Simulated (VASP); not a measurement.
**Sr2O5 (cubic X2O5 type): single point with PBE**

Crystal: Sr2O5 (cubic X2O5 type).

```xyz
14
Lattice="5.7260 0.0000 0.0000 0.0000 5.7260 0.0000 0.0000 0.0000 5.7260" Properties=species:S:1:pos:R:3 pbc="T T T"
Sr    0.0000    0.0000    0.0000
Sr    2.8630    2.8630    0.0000
Sr    2.8630    0.0000    2.8630
Sr    0.0000    2.8630    2.8630
O     2.8630    0.0000    0.0000
O     0.0000    2.8630    0.0000
O     0.0000    0.0000    2.8630
O     2.8630    2.8630    2.8630
O     4.2945    4.2945    1.4315
O     4.2945    1.4315    4.2945
O     1.4315    4.2945    4.2945
O     4.2945    1.4315    1.4315
O     1.4315    4.2945    1.4315
O     1.4315    1.4315    4.2945
```

```json
{
  "Program": "VASP 6.6.1",
  "Task": "single point",
  "Functional": "PBE",
  "Potentials or basis": "VASP PAW PBE potentials, release 64 (Sr_sv, O)",
  "Cutoff": "520 eV",
  "k mesh": "10 × 10 × 10",
  "Occupations": "fermi-dirac, width 0.0612256 eV",
  "Spin": "no spin polarisation",
  "Dipole correction": "no",
  "Further INCAR settings": "ALGO = Normal; EDIFF = 1e-06; NBANDS = 63"
}
```

The pressure is 3.9 GPa and the band gap on the k mesh is zero (bands 50 and 51 overlap by 0.23 eV).

Levels at points of the mesh, in eV from the Fermi level:
```
           k point  band 46  band 47  band 48  band 49  band 50  band 51  band 52  band 53  band 54  band 55
(0.00, 0.00, 0.00)    -0.74    -0.74     0.05     0.05     0.05     0.38     0.38     0.38     0.43     0.43
(0.50, 0.00, 0.00)    -0.59    -0.43    -0.43    -0.24    -0.24    -0.03    -0.03     0.01     0.01     0.14
(0.50, 0.50, 0.00)    -0.25    -0.24    -0.24    -0.20    -0.20     0.21     0.21     0.32     0.32     0.37
(0.50, 0.50, 0.50)    -0.96    -0.96    -0.12    -0.12    -0.10    -0.10    -0.10     0.07     0.07     0.07
```

Wall time 20 min on 1 thread of Intel(R) Xeon(R) Platinum 8259CL CPU @ 2.50GHz (Skylake/Cascade Lake) (shared host), peak memory 0.61 GiB.

Caveat: the cell stands under pressure; semilocal functionals underestimate gaps, and a narrow one can read as zero.
